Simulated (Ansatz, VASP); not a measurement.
**LaGa2: VASP beside Ansatz**

```xyz
3
Lattice="4.1398 0.0000 0.0000 -2.0699 3.5852 0.0000 0.0000 0.0000 4.2318" Properties=species:S:1:pos:R:3 pbc="T T T"
La    0.0000    0.0000    0.0000
Ga    0.0000    2.3901    2.1159
Ga    2.0699    1.1951    2.1159
```

Alike in both runs: task single point; functional LDA; k mesh 8 × 8 × 7; occupations fermi-dirac, width 0.3 eV; no spin polarisation.

|  | VASP | Ansatz |
| --- | --- | --- |
| version | VASP 6.6.1 | Ansatz 0.2.0 |
| potentials or method | VASP PAW LDA potentials, release 64 (La, Ga_d), cutoff 520 eV | plane waves, PAW |
| valence electrons in the cell | 37 | 37 |

Ansatz gave:

| Item | Value |
| --- | --- |
| pressure (GPa) | 6.1 |
| traceless stress, the component that is largest in VASP (GPa) | -1.02 |

Task: What did VASP give for the same quantities?

Result: Pressure (GPa): 6.3; traceless stress, the component that is largest in VASP (GPa): -1.15.

LDA's correlation is that of Perdew and Zunger in VASP and of Perdew and Wang (1992) in Ansatz.

Spin-orbit coupling is off throughout.
